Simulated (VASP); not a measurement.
Input of a VASP 6.6.1 run:

INCAR

```
SYSTEM = TiC
PREC = Accurate ; ENCUT = 520
EDIFF = 1E-6 ; ISMEAR = 0
SIGMA = 0.15 ; LREAL = .FALSE.
LASPH = .TRUE. ; NELM = 100
ALGO = Normal ; ISIF = 2
LWAVE = .FALSE. ; LCHARG = .TRUE.
GGA = PE ; LELF = .TRUE.
LVHAR = .TRUE. ; NBANDS = 15
```

KPOINTS

```
regular mesh
0
G
  18 18 18
  0 0 0
```

File POSCAR:

```
TiC
1.0
    0.0000000000      2.1640000000      1.9476000000
    2.1640000000      0.0000000000      1.9476000000
    2.1640000000      2.1640000000      0.0000000000
Ti C
1 1
Direct
    0.0000000000      0.0000000000      0.0000000000
    0.5000000000      0.5000000000      0.5000000000
```

Potentials or basis: VASP PAW PBE potentials, release 64 (Ti_sv, C).

The run is started by

```sh
$ cat potpaw_PBE.64/Ti_sv/POTCAR potpaw_PBE.64/C/POTCAR > POTCAR
$ mpirun -np 1 vasp_std > vasp.out
```

**Question.** Estimate the band gap on the k mesh.

**Answer.** Zero (band 8 reaches 12.10 eV, above the bottom of band 9 at 9.63 eV).

**Question.** What does it give for the pressure?

**Answer.** 40.5 GPa.

Stress tensor (GPa, compression positive):
```
15.32  0.00  0.00
 0.00 15.32  0.00
 0.00  0.00 90.85
```

Caveat: the cell differs from its parent crystal (strain -0.1000 x Voigt [0, 0, 1, 0, 0, 0]).
